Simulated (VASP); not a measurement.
# ZnF2 (P4_2/mnm) in VASP: notebook

The runs below take ZnF2 through single point, relaxation of cell and atoms, with PBEsol.

Everything below comes from runs of VASP 6.6.1. Logs are shortened: lines on timing, memory, paths and dates and some standing lists are left out, and cuts for length are marked.

## 1. The cell of the first run

Symmetry: P4_2/mnm, No. 136, tetragonal system. The conventional cell has a = 4.623 Å, b = 4.623 Å, c = 3.103 Å, α = 90.00°, β = 90.00°, γ = 90.00°. Zn (site symmetry mmm) has 6 F at 1.98 to 2.02 Å within 2.6 Å. Within 2.6 Å of F (site symmetry m2m) lie 3 Zn at 1.98 to 2.02 Å and 1 F at 2.58 Å.

## 2. Single point, PBEsol

Input file INCAR:

```
SYSTEM = ZnF2
PREC     = Accurate       ! precision mode
ENCUT    = 600            ! plane-wave cutoff, eV
EDIFF    = 1E-6           ! SCF threshold, eV
ISMEAR   = 0              ! smearing method
SIGMA    = 0.01           ! smearing width, eV
LREAL    = .False.        ! projectors in reciprocal space
LASPH    = .True.         ! aspherical terms in the spheres
NELM     = 120            ! most SCF steps
ALGO     = Normal         ! electronic algorithm
ISIF     = 2              ! what is computed and relaxed
LWAVE    = .False.        ! write WAVECAR
LCHARG   = .False.        ! write CHGCAR
GGA      = PS             ! functional
NBANDS   = 35             ! bands
GGA_COMPAT= .False.
```

Input file KPOINTS:

```
Automatic mesh
0
Gamma
  6 6 9
  0 0 0
```

Input file POSCAR:

```
ZnF2
1.0
    4.6225092430      0.0000000000      0.0000000000
    0.0000000000      4.6225092430      0.0000000000
    0.0000000000      0.0000000000      3.1034610177
Zn F
2 4
Direct
    0.0000000000      0.0000000000      0.0000000000
    0.5000000000      0.5000000000      0.5000000000
    0.3027948289      0.3027948289      0.0000000000
    0.6972051711      0.6972051711      0.0000000000
    0.1972051711      0.8027948289      0.5000000000
    0.8027948289      0.1972051711      0.5000000000
```

Potentials or basis: VASP PAW PBE potentials, release 64 (Zn, F).

Started as:

```sh
$ cat potpaw_PBE.64/Zn/POTCAR potpaw_PBE.64/F/POTCAR > POTCAR
$ mpirun -np 1 vasp_std > vasp.out
```

OUTCAR:

```text
SYSTEM = ZnF2
   PREC = Accurate
   ENCUT = 600
   EDIFF = 1E-6
   ISMEAR = 0
   LREAL = .False.
   LASPH = .True.
   NELM = 120
   ISIF = 2
   GGA = PS

 ion  position               nearest neighbor table
   1  0.000  0.000  0.000-   3 1.98   4 1.98   5 2.02   6 2.02   5 2.02   6 2.02
   2  0.500  0.500  0.500-   5 1.98   6 1.98   3 2.02   4 2.02   3 2.02   4 2.02
   3  0.303  0.303  0.000-   1 1.98   2 2.02   2 2.02
   4  0.697  0.697  0.000-   1 1.98   2 2.02   2 2.02
   5  0.197  0.803  0.500-   2 1.98   1 2.02   1 2.02
   6  0.803  0.197  0.500-   2 1.98   1 2.02   1 2.02

  LATTYP: Found a simple tetragonal cell.
 ALAT       =     4.6225092430
 C/A-ratio  =     0.6713801649

  Lattice vectors:

 A1 = (   4.6225092430,   0.0000000000,   0.0000000000)
 A2 = (   0.0000000000,   4.6225092430,   0.0000000000)
 A3 = (   0.0000000000,   0.0000000000,   3.1034610177)

Analysis of symmetry for initial positions (statically):
=====================================================================
 Subroutine PRICEL returns:
 Original cell was already a primitive cell.

 Routine SETGRP: Setting up the symmetry group for a
 simple tetragonal supercell.

 Subroutine GETGRP returns: Found 16 space group operations
 (whereof  8 operations were pure point group operations)
 out of a pool of 16 trial point group operations.

The static configuration has the point symmetry D_2h.
 The point group associated with its full space group is D_4h.

Analysis of symmetry for dynamics (positions and initial velocities):
=====================================================================
 Subroutine PRICEL returns:
 Original cell was already a primitive cell.

 Routine SETGRP: Setting up the symmetry group for a
 simple tetragonal supercell.

 Subroutine GETGRP returns: Found 16 space group operations
 (whereof  8 operations were pure point group operations)
 out of a pool of 16 trial point group operations.

The dynamic configuration has the point symmetry D_2h.
 The point group associated with its full space group is D_4h.

 Subroutine INISYM returns: Found 16 space group operations
 (whereof  8 operations are pure point group operations),
 and found     1 'primitive' translations

----------------------------------------------------------------------------------------

                                     Primitive cell

[... 99 lines left out ...]
   LREAL  =      F    real-space projection
   EDIFFG = 0.1E-04   stopping-criterion for IOM
   NSW    =      0    number of steps for IOM
   IBRION =     -1    ionic relax: 0-MD 1-quasi-New 2-CG
   NFREE  =      0    steps in history (QN), initial steepest desc. (CG)
   ISIF   =      2    stress and relaxation
   ISYM   =      2    0-nonsym 1-usesym 2-fastsym
   POTIM  = 0.5000    time-step for ionic-motion
   TEBEG  =    0.0;   TEEND  =   0.0 temperature during run
   PSTRESS=    0.0 pullay stress
   NELECT =      52.0000    total number of electrons
   NUPDOWN=      -1.0000    fix difference up-down
   EMIN   =  10.00;   EMAX   =-10.00  energy-range for DOS
   EFERMI =   0.00;   METHOD = LEGACY
   ISMEAR =     0;   SIGMA  =   0.01  broadening in eV -4-tet -1-fermi 0-gaus
   EFERMI_NEDOS =   21; number of points for ismear=-14 and -15
   IALGO  =     38    algorithm
   IMIX   =      4    mixing-type and parameters
     AMIX     =   0.40;   BMIX     =  1.00
     AMIX_MAG =   1.60;   BMIX_MAG =  1.00
  volume/ion in A,a.u.               =      11.05        74.58
  Fermi-wavevector in a.u.,A,eV,Ry     =   1.509647  2.852819 31.008129  2.279033
  Thomas-Fermi vector in A             =   2.619941
   LORBIT       =      0    0 simple, 1 ext, 2 COOP (PROOUT), +10 PAW based schemes
   GGA     = PS    functional components
   LHFCALC =     F    Hartree Fock is set to
   AEXX    =    0.0000 exact exchange contribution
   IVDW    =     0    specifies the selected vdW correction
   LEPSILON=     F    determine dielectric tensor
   LRPA    =     F    only Hartree local field effects (RPA)
 non-spin polarized calculation
 Gauss-broadening in eV      SIGMA  =   0.01
  energy-cutoff  :      600.00
  volume of cell :       66.31
 maximum number of plane-waves:      2241
 NGX is ok and might be reduce to    40
   NGX = 19   NGY = 19   NGZ = 13

 number of electron      52.0000006 magnetization

 Free energy of the ion-electron system (eV)
  ---------------------------------------------------
  ext. energy  EPLUGINS =         0.00000000
  ---------------------------------------------------
  free energy    TOTEN  =       -24.63911603 eV

  energy without entropy =      -24.63911603  energy(sigma->0) =      -24.63911603

 E-fermi :  -0.5828     XC(G=0): -10.8037

 val. band max:       -0.7155694375   @ k =   0.0000   0.0000   0.0000
 cond. band min:       2.6774192535   @ k =   0.0000   0.0000   0.0000
 fundamental gap:      3.3929886910
 Fermi energy:        -0.5828085899

 k-point     1 :       0.0000    0.0000    0.0000
  band No.  band energies     occupation
      1     -22.9704      2.00000
      2     -22.0766      2.00000
      3     -22.0766      2.00000
      4     -22.0370      2.00000
      5      -7.5310      2.00000
      6      -6.5070      2.00000
[... 901 lines left out ...]
     34      13.5362      0.00000
     35      15.5776      0.00000

 [... further k-points ...]

------------------------ aborting loop because EDIFF is reached ----------------------------------------

  FORCE on cell =-STRESS in cart. coord.  units (eV):
  Direction    XX          YY          ZZ          XY          YZ          ZX
  --------------------------------------------------------------------------------------
  -------------------------------------------------------------------------------------
  Total        2.7649205      2.7649205      2.8977313     -0.0000000      0.0000000      0.0000000
  in kB       66.8022925     66.8022925     70.0110881     -0.0000000      0.0000000      0.0000000
  external PRESSURE =      67.8718910 kB  Pullay stress =       0.0000000 kB

 VOLUME and BASIS-vectors are now :
 -----------------------------------------------------------------------------
  energy-cutoff  :      600.00
  volume of cell :       66.31
      direct lattice vectors                 reciprocal lattice vectors
     4.622509243  0.000000000  0.000000000     0.216332720  0.000000000  0.000000000
     0.000000000  4.622509243  0.000000000     0.000000000  0.216332720  0.000000000
     0.000000000  0.000000000  3.103461018     0.000000000  0.000000000  0.322220899

 POSITION                                       TOTAL-FORCE (eV/Angst)
 -----------------------------------------------------------------------------------
      0.00000      0.00000      0.00000         0.000000     -0.000000      0.000000
      2.31125      2.31125      1.55173         0.000000     -0.000000      0.000000
      1.39967      1.39967      0.00000        -0.006159     -0.006159      0.000000
      3.22284      3.22284      0.00000         0.006159      0.006159     -0.000000
      0.91158      3.71093      1.55173         0.006159     -0.006159      0.000000
      3.71093      0.91158      1.55173        -0.006159      0.006159     -0.000000
 -----------------------------------------------------------------------------------
    total drift:                                0.000000     -0.000000     -0.000000

  FREE ENERGIE OF THE ION-ELECTRON SYSTEM (eV)
  ---------------------------------------------------
  free  energy   TOTEN  =       -24.6391160309 eV

  energy  without entropy=      -24.6391160309  energy(sigma->0) =      -24.63911603
```

stdout:

```text
POSCAR found type information on POSCAR ZnF
 POSCAR found :  2 types and       6 ions
 scaLAPACK will be used
 -----------------------------------------------------------------------------
|                                                                             |
|                                                                             |
|     You enforced a specific xc type in the INCAR file but a different       |
|     I HOPE YOU KNOW WHAT YOU ARE DOING!                                     |
|                                                                             |
 -----------------------------------------------------------------------------

 LDA part: xc-table for (Slater+PW92), standard interpolation
 POSCAR, INCAR and KPOINTS ok, starting setup
 FFT: planning ... GRIDC
 FFT: planning ... GRID_SOFT
 FFT: planning ... GRID
 WAVECAR not read
 entering main loop
```

Wall time 2.3 min (1 thread of AMD EPYC 9755, shared host); peak memory 0.22 GiB.

Results:

* Free energy: -24.6391 eV
* Pressure: 6.8 GPa
* Largest force: 0.009 eV/Å
* Band gap on the k mesh: 3.39 eV

Forces in eV/Å, atoms in the order of the input:
```
Zn   0.000  0.000  0.000
Zn   0.000  0.000  0.000
F   -0.006 -0.006  0.000
F    0.006  0.006  0.000
F    0.006 -0.006  0.000
F   -0.006  0.006  0.000
```

Stress tensor (GPa, compression positive):
```
6.68 0.00 0.00
0.00 6.68 0.00
0.00 0.00 7.00
```

Levels at points of the mesh, in eV from the valence-band top:
```csv
k point,band 24,band 25,band 26,band 27,band 28,band 29
"(0.00, 0.00, 0.00)",-0.44,-0.44,0.00,3.39,9.42,9.42
"(0.50, 0.00, 0.00)",-0.71,-0.54,-0.54,6.10,6.10,10.40
"(0.50, 0.50, 0.00)",-1.45,-0.46,-0.46,7.13,7.13,9.04
```

Caveat: the cell stands under pressure; the PAW data sets were made with another functional, which shifts forces and pressure a little.

## 3. Relaxation of cell and atoms, PBEsol, target pressure 6 GPa, at which the enthalpy is minimised

This run uses another cell than the first one, of 11.56 Å³/atom.

Input file INCAR:

```
SYSTEM = ZnF2
PREC = Accurate
ENCUT = 600
EDIFF = 1E-7
ISMEAR = 0
SIGMA = 0.01
LREAL = .FALSE.
LASPH = .TRUE.
NELM = 120
ALGO = Normal
ISIF = 3
LWAVE = .FALSE.
LCHARG = .FALSE.
GGA = PS
IBRION = 2
NSW = 80
EDIFFG = -0.001
PSTRESS = 60.0
GGA_COMPAT = .FALSE.
NELMIN = 4
```

Input file KPOINTS:

```
Automatic mesh
0
G
  6 6 9
  0 0 0
```

Input file POSCAR:

```
ZnF2
1.0
    4.7040000000      0.0000000000      0.0000000000
    0.0000000000      4.7040000000      0.0000000000
    0.0000000000      0.0000000000      3.1340000000
Zn F
2 4
Direct
    0.0000000000      0.0000000000      0.0000000000
    0.5000000000      0.5000000000      0.5000000000
    0.3030000000      0.3030000000      0.0000000000
    0.6970000000      0.6970000000      0.0000000000
    0.1970000000      0.8030000000      0.5000000000
    0.8030000000      0.1970000000      0.5000000000
```

Potentials or basis: VASP PAW PBE potentials, release 64 (Zn, F).

Started as:

```sh
$ cat potpaw_PBE.64/Zn/POTCAR potpaw_PBE.64/F/POTCAR > POTCAR
$ mpirun -np 1 vasp_std > vasp.out
```

It took 17 min on 1 thread of AMD EPYC 9755, shared host; peak memory 0.23 GiB.

Results (log left out):

- Free energy: -24.6603 eV
- Relaxed volume: 11.10 Å³/atom
- Relaxed cell: a = 4.625 Å, b = 4.625 Å, c = 3.113 Å, α = 90.00°, β = 90.00°, γ = 90.00°
- Space group after relaxing (to 0.1 Å): P4_2/mnm (No. 136)
- Energy change on relaxing (the run minimises the enthalpy): +9.5 meV/atom
- Ionic steps: 17
- Pressure after relaxing: 6.0 GPa
- Band gap on the k mesh: 3.38 eV

Step by step:
| step | energy change (eV) | largest force (eV/Å) | pressure (GPa) | volume (Å³) |
| --- | --- | --- | --- | --- |
| 1 | 0.0000 | 0.0290 | 0.78 | 69.35 |
| 2 | 0.1022 | 0.0760 | 8.40 | 65.64 |
| 3 | 0.0546 | 0.0431 | 5.98 | 66.70 |
| 4 | 0.0553 | 0.0170 | 5.96 | 66.65 |
| 5 | 0.0574 | 0.0233 | 5.98 | 66.58 |
| 6 | 0.0571 | 0.0188 | 6.03 | 66.59 |
| 7 | 0.0564 | 0.0130 | 5.96 | 66.61 |
| 8 | 0.0556 | 0.0058 | 5.91 | 66.63 |
| 9 | 0.0554 | 0.0034 | 5.91 | 66.63 |
| 10 | 0.0586 | 0.0040 | 6.09 | 66.55 |
| 11 | 0.0567 | 0.0005 | 5.98 | 66.60 |
| 12 | 0.0570 | 0.0004 | 5.98 | 66.59 |
| 13 | 0.0577 | 0.0019 | 6.02 | 66.57 |
| 14 | 0.0573 | 0.0009 | 6.03 | 66.58 |
| 15 | 0.0571 | 0.0005 | 5.99 | 66.59 |
| 16 | 0.0572 | 0.0008 | 6.02 | 66.59 |
| 17 | 0.0571 | 0.0006 | 6.00 | 66.59 |

Final structure:
```
Zn F
1.0
     4.62520    0.00000    0.00000
     0.00000    4.62520    0.00000
     0.00000    0.00000    3.11263
Zn F
2 4
Direct
  0.00000 0.00000 0.00000
  0.50000 0.50000 0.50000
  0.30284 0.30284 0.00000
  0.69716 0.69716 0.00000
  0.19716 0.80284 0.50000
  0.80284 0.19716 0.50000
```

Levels at points of the mesh, in eV from the valence-band top:
```tsv
k point	band 22	band 23	band 24	band 25	band 26	band 27	band 28	band 29	band 30	band 31
(0.00, 0.00, 0.00)	-1.75	-1.44	-0.44	-0.44	0.00	3.38	9.41	9.41	9.46	13.37
(0.50, 0.00, 0.00)	-1.85	-0.70	-0.70	-0.54	-0.54	6.09	6.09	10.38	10.38	13.04
(0.50, 0.50, 0.00)	-1.62	-1.44	-1.44	-0.46	-0.46	7.10	7.10	9.03	9.03	14.56
```

Caveat: the cell is relaxed towards a set pressure, so the run minimises the enthalpy, not the energy; the PAW data sets were made with another functional, which shifts forces and pressure a little. A k mesh can miss the band edges.
